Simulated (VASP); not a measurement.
Set up this calculation in VASP 6.6.1, as the native input.

```yaml
Task: molecular dynamics
Functional: PBE
Potentials_or_basis: VASP PAW PBE potentials, release 64 (Al, B, O)
Cutoff: 520 eV
k_mesh: 3 × 3 × 3
Occupations: fermi-dirac, width 0.1 eV
Spin: no spin polarisation
Dipole_correction: no
Further_INCAR_settings: ALGO = Normal; EDIFF = 1e-05; ISYM = 0; IBRION = 0; POTIM = 1.0; NSW = 20
```

The structure of Al2B2O7 lies in POSCAR:

```
Al2B2O7
1.0
    4.6672720000      0.9086390000      0.2373660000
   -0.5888820000      4.3731150000     -0.4929970000
   -0.0488520000     -0.3731120000      4.4527220000
Al B O
2 2 7
Direct
    0.6713430000      0.6934520000      0.1233350000
    0.4617090000      0.5314250000      0.6015100000
    0.9998470000      0.3854170000      0.5432240000
    0.0451240000      0.8606310000      0.6461460000
    0.3351520000      0.1167330000      0.3079990000
    0.7706770000      0.2362220000      0.8456400000
    0.0767670000      0.3229430000      0.0720640000
    0.3777520000      0.9880710000      0.9005880000
    0.0617880000      0.9194250000      0.1038500000
    0.5864000000      0.9959730000      0.5620020000
    0.7279470000      0.1935860000      0.2590180000
```

These files were run (other wordings do the same):

INCAR

```
ALGO = Normal
EDIFF = 1E-5
ENCUT = 520
GGA = PE
IBRION = 0
ISIF = 2
ISMEAR = -1
ISYM = 0
LANGEVIN_GAMMA = 10 10 10
LASPH = True
LCHARG = True
LREAL = False
LWAVE = False
MDALGO = 3
NELM = 80
NELMIN = 4
NSW = 20
POTIM = 1.0
PREC = Accurate
RANDOM_SEED = 705 0 0
SIGMA = 0.1
TEBEG = 300.0
TEEND = 300.0
```

KPOINTS

```
k-points
0
Gamma
  3 3 3
```

Potentials or basis: VASP PAW PBE potentials, release 64 (Al, B, O).

Run with:

```sh
$ cat potpaw_PBE.64/Al/POTCAR potpaw_PBE.64/B/POTCAR potpaw_PBE.64/O/POTCAR > POTCAR
$ mpirun -np 1 vasp_std > vasp.out
```

Wall time 3.4 min on 1 thread of Intel(R) Xeon(R) 6975P-C (Granite Rapids) (shared host), peak memory 0.26 GiB.
